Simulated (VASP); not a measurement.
# SiC (P6_3mc) in VASP: notebook, part 2 of 2

VASP 6.6.1.

## 4. Single point, PBEsol

This run uses another cell than the first one, of 10.25 Å³/atom.

INCAR

```
SYSTEM = SiC
ALGO = Normal
EDIFF = 1E-6
ENCUT = 520
GGA = PS
ISIF = 2
ISMEAR = -1
LASPH = .TRUE.
LCHARG = .FALSE.
LREAL = .FALSE.
LWAVE = .FALSE.
NBANDS = 16
NELM = 60
PREC = Accurate
SIGMA = 0.05
```

KPOINTS

```
k-points
0
G
  10 10 5
  0 0 0
```

POSCAR

```
SiC
1.0
    3.0670038131      0.0000000000      0.0000000000
   -1.5335019065      2.6561032156      0.0000000000
    0.0000000000      0.0000000000      5.0325739112
Si C
2 2
Direct
    0.6666666667      0.3333333333      0.5045781480
    0.3333333333      0.6666666667      0.0045781480
    0.6666666667      0.3333333333      0.8804218520
    0.3333333333      0.6666666667      0.3804218520
```

Potentials or basis: VASP PAW PBE potentials, release 64 (Si, C).

On the command line:

```console
$ cat potpaw_PBE.64/Si/POTCAR potpaw_PBE.64/C/POTCAR > POTCAR
$ mpirun -np 1 vasp_std > vasp.out
```

OUTCAR:

```text
SYSTEM = SiC
   EDIFF = 1E-6
   ENCUT = 520
   GGA = PS
   ISIF = 2
   ISMEAR = -1
   LASPH = .TRUE.
   LREAL = .FALSE.
   NELM = 60
   PREC = Accurate

 ion  position               nearest neighbor table
   1  0.667  0.333  0.505-   4 1.88   4 1.88   4 1.88   3 1.89   2 3.08   2 3.08   2 3.08   2 3.08
                             2 3.08   2 3.08
   2  0.333  0.667  0.005-   3 1.88   3 1.88   3 1.88   4 1.89   1 3.08   1 3.08   1 3.08   1 3.08
                             1 3.08   1 3.08
   3  0.667  0.333  0.880-   2 1.88   2 1.88   2 1.88   1 1.89
   4  0.333  0.667  0.380-   1 1.88   1 1.88   1 1.88   2 1.89

  LATTYP: Found a hexagonal cell.
 ALAT       =     3.0670038131
 C/A-ratio  =     1.6408763138

  Lattice vectors:

 A1 = (   3.0670038131,   0.0000000000,   0.0000000000)
 A2 = (  -1.5335019065,   2.6561032156,   0.0000000000)
 A3 = (   0.0000000000,   0.0000000000,   5.0325739112)

Analysis of symmetry for initial positions (statically):
=====================================================================
 Subroutine PRICEL returns:
 Original cell was already a primitive cell.

 Routine SETGRP: Setting up the symmetry group for a
 hexagonal supercell.

[... 170 lines left out ...]
  energy without entropy =      -31.81880255  energy(sigma->0) =      -31.81880255

 E-fermi :   9.3098     XC(G=0): -11.5377

 val. band max:        8.3101140977   @ k =   0.0000   0.0000   0.0000
 cond. band min:      10.5685941352   @ k =   0.3000   0.3000   0.0000
 fundamental gap:      2.2584800376
 Fermi energy:         9.3097958828

 k-point     1 :       0.0000    0.0000    0.0000
  band No.  band energies     occupation
      1      -7.3512      2.00000
      2      -3.7124      2.00000
      3      -0.5036      2.00000
      4       6.9831      2.00000
      5       6.9831      2.00000
      6       8.1985      2.00000
[... 433 lines left out ...]
      3       0.1303      2.00000
      4       1.6544      2.00000
      5       3.5601      2.00000
      6       4.5079      2.00000
[... 8 lines left out ...]
     15      19.8268      0.00000
     16      21.2270      0.00000

 [... further k-points ...]
[... 5 lines left out ...]
  --------------------------------------------------------------------------------------
  -------------------------------------------------------------------------------------
  Total        0.6033598      0.6033598      0.6015832      0.0000000      0.0000000      0.0000000
  in kB       23.5796580     23.5796580     23.5102304      0.0000000      0.0000000      0.0000000
  external PRESSURE =      23.5565155 kB  Pullay stress =       0.0000000 kB

 VOLUME and BASIS-vectors are now :
 -----------------------------------------------------------------------------
  energy-cutoff  :      520.00
  volume of cell :       41.00
      direct lattice vectors                 reciprocal lattice vectors
     3.067003813  0.000000000  0.000000000     0.326051111  0.188245697  0.000000000
    -1.533501906  2.656103216  0.000000000     0.000000000  0.376491393  0.000000000
     0.000000000  0.000000000  5.032573911     0.000000000  0.000000000  0.198705477

 POSITION                                       TOTAL-FORCE (eV/Angst)
 -----------------------------------------------------------------------------------
      1.53350      0.88537      2.53933         0.000000      0.000000      0.003896
     -0.00000      1.77074      0.02304         0.000000      0.000000      0.003896
      1.53350      0.88537      4.43079        -0.000000     -0.000000     -0.003896
     -0.00000      1.77074      1.91450        -0.000000      0.000000     -0.003896
 -----------------------------------------------------------------------------------
    total drift:                               -0.000000     -0.000000     -0.000092

  FREE ENERGIE OF THE ION-ELECTRON SYSTEM (eV)
  ---------------------------------------------------
  free  energy   TOTEN  =       -31.8188025459 eV

  energy  without entropy=      -31.8188025459  energy(sigma->0) =      -31.81880255
```

OSZICAR:

```text
N       E                     dE             d eps       ncg     rms          rms(c)
DAV:   1     0.247923924661E+02    0.24792E+02   -0.70918E+03  1344   0.897E+02
DAV:   2    -0.328855398694E+02   -0.57678E+02   -0.52528E+02  1888   0.161E+02
DAV:   3    -0.354610674585E+02   -0.25755E+01   -0.25659E+01  1760   0.307E+01
DAV:   4    -0.354798847390E+02   -0.18817E-01   -0.18814E-01  1640   0.325E+00
DAV:   5    -0.354800637533E+02   -0.17901E-03   -0.17901E-03  1784   0.298E-01    0.125E+01
DAV:   6    -0.319592895578E+02    0.35208E+01   -0.60150E+00  1696   0.151E+01    0.577E+00
DAV:   7    -0.318509493484E+02    0.10834E+00   -0.10629E+00  1904   0.602E+00    0.243E+00
DAV:   8    -0.318221466454E+02    0.28803E-01   -0.54656E-02  1520   0.142E+00    0.594E-01
DAV:   9    -0.318186540840E+02    0.34926E-02   -0.68056E-03  1752   0.557E-01    0.111E-01
DAV:  10    -0.318187969355E+02   -0.14285E-03   -0.67721E-04  1656   0.154E-01    0.525E-02
DAV:  11    -0.318188023615E+02   -0.54260E-05   -0.36822E-05  1720   0.443E-02    0.111E-02
DAV:  12    -0.318188025459E+02   -0.18440E-06   -0.35120E-06  1608   0.118E-02
   1 F= -.31818803E+02 E0= -.31818803E+02  d E =-.303748E-10
```

stdout:

```text
POSCAR found type information on POSCAR SiC
 POSCAR found :  2 types and       4 ions
 scaLAPACK will be used
 -----------------------------------------------------------------------------
|                                                                             |
|                                                                             |
|     You enforced a specific xc type in the INCAR file but a different       |
|     I HOPE YOU KNOW WHAT YOU ARE DOING!                                     |
|                                                                             |
 -----------------------------------------------------------------------------

 LDA part: xc-table for (Slater+PW92), standard interpolation
 POSCAR, INCAR and KPOINTS ok, starting setup
 FFT: planning ... GRIDC
 FFT: planning ... GRID_SOFT
 FFT: planning ... GRID
 WAVECAR not read
 entering main loop
```

Wall time 12 s (1 thread of Intel Xeon Platinum 8559C (Emerald Rapids), shared host); peak memory 0.16 GiB.

Results:

| Item | Value |
| --- | --- |
| Free energy | -31.8188 eV |
| Pressure | 2.4 GPa |
| Largest force | 0.004 eV/Å |
| Band gap on the k mesh | 2.26 eV (least direct gap 3.87 eV) |

Forces on the atoms (eV/Å):
```
Si   0.000  0.000  0.004
Si   0.000  0.000  0.004
C    0.000  0.000 -0.004
C    0.000  0.000 -0.004
```

Caveat: the PAW data sets were made with another functional, which shifts forces and pressure a little; an odd mesh through Γ misses points on the zone boundary, where band edges can lie.

## 5. The runs side by side

```tsv
level	cell	k mesh	grid for exact exchange (PRECFOCK)	share of exact exchange	screening parameter	gap on the mesh (eV)	pressure (GPa)	largest force (eV/Å)
PBE-based screened hybrid with 25 % exact exchange	a = 3.076, b = 3.076, c = 5.048 Å, angles 90.0, 90.0, 120.0°, 4 atoms, atomic positions A	6 × 6 × 3	Normal	0.25	0.20787 1/Å	3.19	-1.4	0.77
PBE-based screened hybrid with 25 % exact exchange	a = 3.076, b = 3.076, c = 5.048 Å, angles 90.0, 90.0, 120.0°, 4 atoms, atomic positions A	5 × 5 × 3	Normal	0.25	0.2 1/Å	3.78	-1.4	0.76
PBEsol	a = 3.067, b = 3.067, c = 5.033 Å, angles 90.0, 90.0, 120.0°, 4 atoms, atomic positions B	10 × 10 × 5	-	-	-	2.26	2.4	-
```

Alike in all rows: task single point; potentials or basis VASP PAW PBE potentials, release 64 (Si, C); no spin polarisation; cutoff (eV) 520; smearing fermi-dirac 0.05 eV.

Caveats: some runs use coarse meshes; the PAW data sets were made with another functional, which shifts forces and pressure a little; an odd mesh through Γ misses points on the zone boundary, where band edges can lie.

Absolute energies hang on the potentials; compare differences alone.
